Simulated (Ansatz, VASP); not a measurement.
**One calculation of WSe2, two programs**

```
W Se
1.0
     3.27899    0.00000    0.00000
    -1.63949    2.83968    0.00000
     0.00000    0.00000    7.00562
W Se
1 2
Direct
  0.00000 0.00000 0.00000
  0.33333 0.66667 0.26435
  0.33333 0.66667 0.73565
```

Alike in both runs: task single point; functional PBE; dispersion D3(BJ); k mesh 9 × 9 × 4; occupations gaussian, width 0.05 eV; no spin polarisation.

|  | VASP | Ansatz |
| --- | --- | --- |
| version | VASP 6.6.1 | Ansatz 0.2.0 |
| potentials or method | VASP PAW PBE potentials, release 64 (W_sv, Se), cutoff 520 eV | scalar-relativistic, plane waves, PAW |
| valence electrons in the cell | 26 | 46 |

Ansatz gave:

```
gap on the k mesh at the Fermi level (eV)                     : 0.73
least direct gap on the mesh (eV)                             : 1.53
pressure (GPa)                                                : -10.8
traceless stress, the component that is largest in VASP (GPa) : -8.17
rms of the force components (eV/Å)                            : 1.168
```

Problem. What did VASP give for the same quantities?

Solution. gap on the k mesh at the Fermi level (eV): 0.73; least direct gap on the mesh (eV): 1.53; pressure (GPa): -10.6; traceless stress, the component that is largest in VASP (GPa): -8.11; rms of the force components (eV/Å): 1.155.

Atom by atom the forces differ by 0.013 eV/Å (rms over components). VASP's potentials hold 26 valence electrons a cell and Ansatz's 46, so a difference there can come from the potentials and not from the codes.

Spin-orbit coupling is off throughout.
